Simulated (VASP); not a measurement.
Crystal: GaAs.

```xyz
12
Lattice="3.9187 0.0000 0.0000 0.0000 12.2173 0.0000 0.0000 0.0000 5.6900" Properties=species:S:1:pos:R:3 pbc="T T T"
Ga    0.0000    7.9694    0.6805
Ga    1.9593   10.3564    5.0094
Ga    0.0000    0.0000    2.1682
Ga    1.9593    1.8608    5.0094
Ga    0.0000    4.2478    0.6805
Ga    1.9593    6.1086    3.5217
As    1.9593    7.9694    5.0094
As    0.0000   10.3564    0.6805
As    1.9593    0.0000    3.5217
As    0.0000    1.8608    0.6805
As    1.9593    4.2478    5.0094
As    0.0000    6.1086    2.1682
```

The cell was generated, and may not be a known phase.

```yaml
Program: VASP 6.6.1
Task: relaxation of cell and atoms
Functional: PBE
Potentials_or_basis: VASP PAW PBE potentials, release 64 (Ga_d, As)
Cutoff: 600 eV
k_mesh: 4 × 2 × 4
Occupations: gaussian, width 0.1 eV
Spin: no spin polarisation
```

At the start: pressure 10.8 GPa; volume 22.70 Å³/atom.

Q: Where does the relaxation end?

A: Over 22 steps the energy falls by 121.3 meV/atom and the volume is 26.31 Å³/atom (+15.9 %); space group Pmmn (No. 59, to 0.1 Å) before and after.

Step by step:
```tsv
step	energy change (eV)	largest force (eV/Å)	pressure (GPa)	volume (Å³)
1	0.0000	1.0822	10.78	272.41
2	-1.0116	0.5648	-3.18	337.18
3	-1.2947	0.3211	0.18	313.17
4	-1.2946	0.3324	0.07	314.02
5	-1.3365	0.2509	-0.09	315.77
6	-1.3568	0.2811	-0.28	318.24
7	-1.3881	0.2456	-0.17	317.83
8	-1.4143	0.2010	0.07	316.97
9	-1.4275	0.1284	-0.06	317.46
10	-1.4279	0.1116	-0.09	317.55
11	-1.4315	0.0740	0.01	316.88
12	-1.4350	0.0939	0.19	315.57
13	-1.4379	0.0889	0.11	315.98
14	-1.4428	0.0804	-0.06	316.95
15	-1.4436	0.0798	-0.40	318.89
16	-1.4447	0.0793	-0.25	318.06
17	-1.4469	0.0700	-0.25	317.84
18	-1.4517	0.0804	-0.17	317.19
19	-1.4526	0.1084	0.00	315.90
20	-1.4537	0.0912	-0.06	316.45
21	-1.4547	0.0456	0.00	316.05
22	-1.4550	0.0201	0.04	315.75
```

Final structure:
```
CELL_PARAMETERS angstrom
4.10707 0.00000 0.00000
0.00000 12.43198 0.00000
0.00000 0.00000 6.18403
ATOMIC_POSITIONS crystal
Ga 0.00000 0.64626 0.09818
Ga 0.50000 0.85374 0.90182
Ga 0.00000 0.00000 0.40222
Ga 0.50000 0.14625 0.90182
Ga 0.00000 0.35374 0.09818
Ga 0.50000 0.50000 0.59778
As 0.50000 0.64996 0.86532
As 0.00000 0.85004 0.13468
As 0.50000 0.00000 0.62865
As 0.00000 0.14996 0.13468
As 0.50000 0.35004 0.86532
As 0.00000 0.50000 0.37135
```

Caveat: the volume moved by over 15 % at a fixed basis, so the end points are rough.
